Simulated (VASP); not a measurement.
Wanted: the native input for a VASP 6.6.1 run.

```yaml
Task: single point
Functional: PBEsol
Potentials_or_basis: VASP PAW PBE potentials, release 64 (Al, Ni)
Cutoff: 520 eV
k_mesh: 14 × 14 × 14
Occupations: gaussian, width 0.15 eV
Spin: no spin polarisation
Dipole_correction: no
Further_INCAR_settings: ALGO = Fast; EDIFF = 1e-06; NBANDS = 24
```

The structure of AlNi3 lies in POSCAR:

```
AlNi3
1.0
    0.0000000000      2.5745352306      2.6864715449
    2.5745352306      0.0000000000      2.6864715449
    2.5745352306      2.5745352306      0.0000000000
Al Ni
1 3
Direct
    0.5000000000      0.5000000000      0.5000000000
    0.2500000000      0.2500000000      0.2500000000
    0.0000000000      0.0000000000      0.0000000000
    0.7500000000      0.7500000000      0.7500000000
```

This cell differs from its parent crystal: strain -0.080 along x and y, -0.040 along z.

These files were run (other wordings do the same):

INCAR

```
SYSTEM = AlNi3
PREC = Accurate ; ENCUT = 520
EDIFF = 1E-6 ; ISMEAR = 0
SIGMA = 0.15 ; LREAL = .False.
LASPH = .True. ; NELM = 100
ALGO = Fast ; ISIF = 2
LWAVE = .False. ; LCHARG = .True.
GGA = PS ; LELF = .True.
LVHAR = .True. ; NBANDS = 24
```

KPOINTS

```
Automatic mesh
0
Gamma
  14 14 14
  0 0 0
```

Potentials or basis: VASP PAW PBE potentials, release 64 (Al, Ni).

Command:

```bash
$ cat potpaw_PBE.64/Al/POTCAR potpaw_PBE.64/Ni/POTCAR > POTCAR
$ mpirun -np 1 vasp_std > vasp.out
```

It gave:

The pressure is 66.7 GPa and the band gap on the k mesh is zero (an odd number of electrons rules out a gap without spin polarisation).

Caveat: the cell differs from its parent crystal (strain -0.080 along x and y, -0.040 along z); the cell stands under pressure; the PAW data sets were made with another functional, which shifts forces and pressure a little.

Run time: 110 s on 1 thread of Intel(R) Xeon(R) 6975P-C (Granite Rapids), on a shared host, peak memory 0.29 GiB.
